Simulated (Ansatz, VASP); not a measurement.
# One calculation of PtSe2, two programs

The input POSCAR:

```
PtSe2
1.0
    3.7174822809      0.0000000000      0.0000000000
   -1.8587411405      3.2194340934      0.0000000000
    0.3493111829      0.0000000000      5.8218530478
Pt Se
1 2
Direct
    0.0000000000      0.0000000000      0.0000000000
    0.6870483294      0.3331426488      0.7748889165
    0.3129516706      0.6668573512      0.2251110835
```

INCAR.step1

```
SYSTEM = PtSe2
PREC     = Accurate       ! precision mode
ENCUT    = 520            ! plane-wave cutoff, eV
ISMEAR   = 0              ! smearing method
SIGMA    = 0.02           ! smearing width, eV
LREAL    = .FALSE.        ! projectors in reciprocal space
LASPH    = .TRUE.         ! aspherical terms in the spheres
NELM     = 60             ! most SCF steps
NBANDS   = 18             ! bands
GGA      = PE             ! functional
ALGO     = Normal         ! electronic algorithm
EDIFF    = 1E-4           ! SCF threshold, eV
LWAVE    = .TRUE.         ! write WAVECAR
LCHARG   = .FALSE.        ! write CHGCAR
```

File INCAR.step2:

```
SYSTEM = PtSe2
PREC     = Accurate       ! precision mode
ENCUT    = 520            ! plane-wave cutoff, eV
EDIFF    = 1E-7           ! SCF threshold, eV
ISMEAR   = 0              ! smearing method
SIGMA    = 0.02           ! smearing width, eV
LREAL    = .FALSE.        ! projectors in reciprocal space
LASPH    = .TRUE.         ! aspherical terms in the spheres
NELM     = 60             ! most SCF steps
ALGO     = Normal         ! electronic algorithm
ISIF     = 2              ! what is computed and relaxed
LWAVE    = .FALSE.        ! write WAVECAR
LCHARG   = .TRUE.         ! write CHGCAR
METAGGA  = R2SCAN         ! meta-GGA
LMIXTAU  = .TRUE.       
LELF     = .TRUE.         ! ELF
LVHAR    = .TRUE.       
NBANDS   = 18             ! bands
ISTART   = 1
```

Contents of KPOINTS:

```
regular mesh
0
G
  12 12 6
  0 0 0
```

Input for Ansatz:

```yaml
crystal:
  lattice:
    - [3.7174822809, 0.0, 0.0]
    - [-1.8587411405, 3.2194340934, 0.0]
    - [0.3493111829, 0.0, 5.8218530478]
  atoms:
    - { symbol: Pt, position: [0.0, 0.0, 0.0] }
    - { symbol: Se, position: [0.6870483294, 0.3331426488, 0.7748889165] }
    - { symbol: Se, position: [0.3129516706, 0.6668573512, 0.2251110835] }
basis:
  ecutwfc: 500
kpoints:
  mp_grid: { grid: [12, 12, 6] }
  band_path: { path: [VBM, CBM], npoints: 2 }
hamiltonian:
  xc: r2scan
scf:
  occupations: { method: gaussian, width: 0.02 }
output:
  forces: true
  stress: true
  eigenvalues: true
checkpoint:
  read: start.run
  write: ck
  compress: false
  write_wavefunctions: false
  write_every: 100000
```

Alike in both runs: task single point; functional r2SCAN; k mesh 12 × 12 × 6; occupations gaussian, width 0.02 eV; no spin polarisation.

|  | VASP | Ansatz |
| --- | --- | --- |
| version | VASP 6.6.1 | Ansatz 0.2.0 |
| potentials or method | VASP PAW PBE potentials, release 64 (Pt, Se), cutoff 520 eV | scalar-relativistic, plane waves, PAW |
| valence electrons in the cell | 22 | 50 |

Ansatz gave:

* gap on the k mesh at the Fermi level (eV): 0.48
* least direct gap on the mesh (eV): 0.83
* pressure (GPa): 0.1
* traceless stress, the component that is largest in VASP (GPa): -0.42

Question: What did VASP give for the same quantities?

Answer: gap on the k mesh at the Fermi level (eV): 0.47; least direct gap on the mesh (eV): 0.82; pressure (GPa): 0.2; traceless stress, the component that is largest in VASP (GPa): -0.42.

VASP's potentials were made for PBE, not for r2SCAN. With one functional, cell and mesh, what is left measures potentials, basis and numerics. VASP's potentials hold 22 valence electrons a cell and Ansatz's 50, so a difference there can come from the potentials and not from the codes.

Neither program's run includes spin-orbit coupling.
